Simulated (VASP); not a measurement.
# Ti (Fd-3m) in VASP: notebook, part 2 of 2

VASP 6.6.1. Earlier steps stand in the parts before.

**3. Relaxation of cell and atoms, PBE**

This run uses another cell than the first one, of 150.90 Å³/atom.

Input file INCAR:

```
SYSTEM = Ti
PREC     = Accurate       ! precision mode
ENCUT    = 600            ! plane-wave cutoff, eV
EDIFF    = 1E-6           ! SCF threshold, eV
ISMEAR   = 0              ! smearing method
SIGMA    = 0.1            ! smearing width, eV
LREAL    = .False.        ! projectors in reciprocal space
LASPH    = .True.         ! aspherical terms in the spheres
NELM     = 100            ! most SCF steps
ALGO     = Normal         ! electronic algorithm
ISIF     = 3              ! what is computed and relaxed
LWAVE    = .False.        ! write WAVECAR
LCHARG   = .False.        ! write CHGCAR
GGA      = PE             ! functional
IBRION   = 2              ! ionic algorithm
NSW      = 90             ! ionic steps
EDIFFG   = -0.04          ! ionic threshold
```

Input file KPOINTS:

```
Automatic mesh
0
Gamma
  2 2 2
  0 0 0
```

Input file POSCAR:

```
Ti
1.0
    0.0000000000      8.4511634600      8.4511634600
    8.4511634600      0.0000000000      8.4511634600
    8.4511634600      8.4511634600      0.0000000000
Ti
8
Direct
    0.8062530200      0.0645823300      0.0645823300
    0.1854176700      0.1854176700      0.1854176700
    0.1854176700      0.1854176700      0.4437469800
    0.1854176700      0.4437469800      0.1854176700
    0.0645823300      0.8062530200      0.0645823300
    0.0645823300      0.0645823300      0.0645823300
    0.0645823300      0.0645823300      0.8062530200
    0.4437469800      0.1854176700      0.1854176700
```

Potentials or basis: VASP PAW PBE potentials, release 64 (Ti_sv).

The run is started by

```bash
$ cat potpaw_PBE.64/Ti_sv/POTCAR > POTCAR
$ mpirun -np 1 vasp_std > vasp.out
```

OUTCAR:

```text
SYSTEM = Ti
   PREC = Accurate
   ENCUT = 600
   EDIFF = 1E-6
   ISMEAR = 0
   LREAL = .False.
   LASPH = .True.
   NELM = 100
   ISIF = 3
   GGA = PE
   IBRION = 2
   NSW = 90
   EDIFFG = -0.04

 ion  position               nearest neighbor table
   1  0.806  0.065  0.065-
   2  0.185  0.185  0.185-
   3  0.185  0.185  0.444-
   4  0.185  0.444  0.185-
   5  0.065  0.806  0.065-
   6  0.065  0.065  0.065-
   7  0.065  0.065  0.806-
   8  0.444  0.185  0.185-

  LATTYP: Found a face centered cubic cell.
 ALAT       =    16.9023269200

  Lattice vectors:

 A1 = (   0.0000000000,   8.4511634600,   8.4511634600)
 A2 = (   8.4511634600,   0.0000000000,   8.4511634600)
 A3 = (   8.4511634600,   8.4511634600,   0.0000000000)

Analysis of symmetry for initial positions (statically):
=====================================================================
 Subroutine PRICEL returns:
 Original cell was already a primitive cell.

 Routine SETGRP: Setting up the symmetry group for a
[... 160 lines left out ...]
  free energy    TOTEN  =       -34.62759202 eV

  energy without entropy =      -34.23777902  energy(sigma->0) =      -34.43268552

------------------------ aborting loop because EDIFF is reached ----------------------------------------

  FORCE on cell =-STRESS in cart. coord.  units (eV):
  Direction    XX          YY          ZZ          XY          YZ          ZX
  --------------------------------------------------------------------------------------
  -------------------------------------------------------------------------------------
  Total      -16.6181552    -16.6181552    -16.6181552      0.0000000      0.0000000     -0.0000000
  in kB      -22.0553469    -22.0553469    -22.0553469      0.0000000      0.0000000     -0.0000000
  external PRESSURE =     -22.0553469 kB  Pullay stress =       0.0000000 kB
[... 107 lines left out ...]
  FREE ENERGIE OF THE ION-ELECTRON SYSTEM (eV)
  ---------------------------------------------------
  free  energy   TOTEN  =       -40.2953973002 eV

  energy  without entropy=      -39.9633892822  energy(sigma->0) =      -40.12939329

[... ionic steps 4 to 7 ...]

--------------------------------------- Ionic step        8  -------------------------------------------

 number of electron      95.9999995 magnetization

------------------------ aborting loop because EDIFF is reached ----------------------------------------
[... 79 lines left out ...]
--------------------------------------- Ionic step       10  -------------------------------------------

 number of electron      96.0000006 magnetization

 Free energy of the ion-electron system (eV)
  ---------------------------------------------------
  ext. energy  EPLUGINS =         0.00000000
  ---------------------------------------------------
  free energy    TOTEN  =       -40.36684182 eV

  energy without entropy =      -40.06754253  energy(sigma->0) =      -40.21719218

 E-fermi :  -1.1381     XC(G=0):  -4.1687

 val. band max:       -1.1815139194   @ k =   0.5000   0.0000   0.0000
 cond. band min:      -1.1379434586   @ k =   0.5000   0.5000   0.0000
 fundamental gap:      0.0435704608
 Fermi energy:        -1.1380705839

 k-point     1 :       0.0000    0.0000    0.0000
  band No.  band energies     occupation
      1     -57.9905      2.00000
      2     -57.9820      2.00000
      3     -57.7981      2.00000
      4     -57.7981      2.00000
      5     -57.7981      2.00000
      6     -57.7892      2.00000
[... 204 lines left out ...]
  FREE ENERGIE OF THE ION-ELECTRON SYSTEM (eV)
  ---------------------------------------------------
  free  energy   TOTEN  =       -40.3668418194 eV

  energy  without entropy=      -40.0675425329  energy(sigma->0) =      -40.21719218

 reached required accuracy - stopping structural energy minimisation
```

OSZICAR:

```text
N       E                     dE             d eps       ncg     rms          rms(c)
DAV:   1     0.861634323208E+03    0.86163E+03   -0.48836E+04   462   0.146E+03
DAV:   2     0.107259996364E+03   -0.75437E+03   -0.74476E+03   343   0.436E+02
DAV:   3    -0.149483559073E+02   -0.12221E+03   -0.11896E+03   532   0.129E+02
[... 146 lines left out ...]
DAV:   7    -0.403667355025E+02   -0.48741E-03   -0.97844E-04   512   0.105E-01    0.306E-02
DAV:   8    -0.403668114244E+02   -0.75922E-04   -0.15669E-04   458   0.423E-02    0.112E-02
DAV:   9    -0.403668392558E+02   -0.27831E-04   -0.85807E-05   451   0.327E-02    0.398E-03
DAV:  10    -0.403668415457E+02   -0.22899E-05   -0.11823E-05   398   0.118E-02    0.150E-03
DAV:  11    -0.403668418194E+02   -0.27375E-06   -0.79302E-07   246   0.438E-03
  10 F= -.40366842E+02 E0= -.40217192E+02  d E =-.270847E-01
```

CONTCAR:

```text
Ti
   1.00000000000000
    -0.0000000000000000    7.1640034451044636    7.1640034451044636
     7.1640034451044636    0.0000000000000000    7.1640034451044636
     7.1640034451044636    7.1640034451044636    0.0000000000000000
  Ti
     8
Direct
     0.8132419772659848    0.0622526775780053    0.0622526775780053
     0.1877473224219947    0.1877473224219947    0.1877473224219947
     0.1877473224219947    0.1877473224219947    0.4367580227340151
     0.1877473224219947    0.4367580227340151    0.1877473224219947
     0.0622526775780053    0.8132419772659848    0.0622526775780053
     0.0622526775780053    0.0622526775780053    0.0622526775780053
     0.0622526775780053    0.0622526775780053    0.8132419772659848
     0.4367580227340151    0.1877473224219947    0.1877473224219947

  0.00000000E+00  0.00000000E+00  0.00000000E+00
  0.00000000E+00  0.00000000E+00  0.00000000E+00
  0.00000000E+00  0.00000000E+00  0.00000000E+00
  0.00000000E+00  0.00000000E+00  0.00000000E+00
  0.00000000E+00  0.00000000E+00  0.00000000E+00
  0.00000000E+00  0.00000000E+00  0.00000000E+00
  0.00000000E+00  0.00000000E+00  0.00000000E+00
  0.00000000E+00  0.00000000E+00  0.00000000E+00
```

Wall time 62 min (1 thread of AMD EPYC 9R45 (Zen 5), shared host); peak memory 1.8 GiB.

Results:

```yaml
Free_energy: -40.3668 eV
Relaxed_volume: 91.92 Å³/atom
Relaxed_cell: a = 10.131 Å, b = 10.131 Å, c = 10.131 Å, α = 60.00°, β = 60.00°, γ = 60.00°
Space_group_after_relaxing_to_0.1_Å: Fd-3m (No. 227)
Energy_gained_by_relaxing: 717.4 meV/atom
Ionic_steps: 10
Pressure_after_relaxing: 0.0 GPa
Largest_force_after_relaxing: 0.027 eV/Å
Band_gap_on_the_k_mesh: zero (bands 48 and 49 overlap by 0.04 eV)
```

Forces in eV/Å, atoms in the order of the input:
```
Ti  -0.015  0.015  0.015
Ti   0.015  0.015  0.015
Ti  -0.015 -0.015  0.015
Ti  -0.015  0.015 -0.015
Ti   0.015 -0.015  0.015
Ti  -0.015 -0.015 -0.015
Ti   0.015  0.015 -0.015
Ti   0.015 -0.015 -0.015
```

Step by step:
```tsv
step	energy change (eV)	largest force (eV/Å)	pressure (GPa)	volume (Å³)
1	0.0000	2.3912	-2.21	1207.20
2	-5.4251	0.7581	-0.87	879.42
3	-5.6678	0.2018	-0.08	820.76
4	-5.6651	0.0725	-0.19	827.53
5	-5.6775	0.0247	-0.21	819.82
6	-5.6992	0.0850	-0.25	801.96
7	-5.7122	0.2917	-0.32	767.02
8	-5.7232	0.2322	-0.25	759.55
9	-5.7377	0.0925	-0.08	742.86
10	-5.7392	0.0267	0.00	735.36
```

Final structure:
```
CELL_PARAMETERS angstrom
0.00000 7.16400 7.16400
7.16400 0.00000 7.16400
7.16400 7.16400 0.00000
ATOMIC_POSITIONS crystal
Ti 0.81324 0.06225 0.06225
Ti 0.18775 0.18775 0.18775
Ti 0.18775 0.18775 0.43676
Ti 0.18775 0.43676 0.18775
Ti 0.06225 0.81324 0.06225
Ti 0.06225 0.06225 0.06225
Ti 0.06225 0.06225 0.81324
Ti 0.43676 0.18775 0.18775
```

Levels at points of the mesh, in eV from the Fermi level:
| k point | band 44 | band 45 | band 46 | band 47 | band 48 | band 49 | band 50 | band 51 |
| --- | --- | --- | --- | --- | --- | --- | --- | --- |
| (0.00, 0.00, 0.00) | -0.36 | -0.36 | -0.11 | -0.11 | 0.05 | 0.05 | 0.16 | 0.16 |
| (0.50, 0.00, 0.00) | -0.36 | -0.15 | -0.07 | -0.04 | -0.04 | 0.05 | 0.05 | 0.08 |
| (0.50, 0.50, 0.00) | -0.37 | -0.09 | -0.09 | 0.00 | 0.00 | 0.02 | 0.02 | 0.04 |

Caveat: the volume moved by over 15 % at a fixed basis, so the end points are rough.

The gap in the log of VASP goes by the Fermi energy; the results here count the filled bands.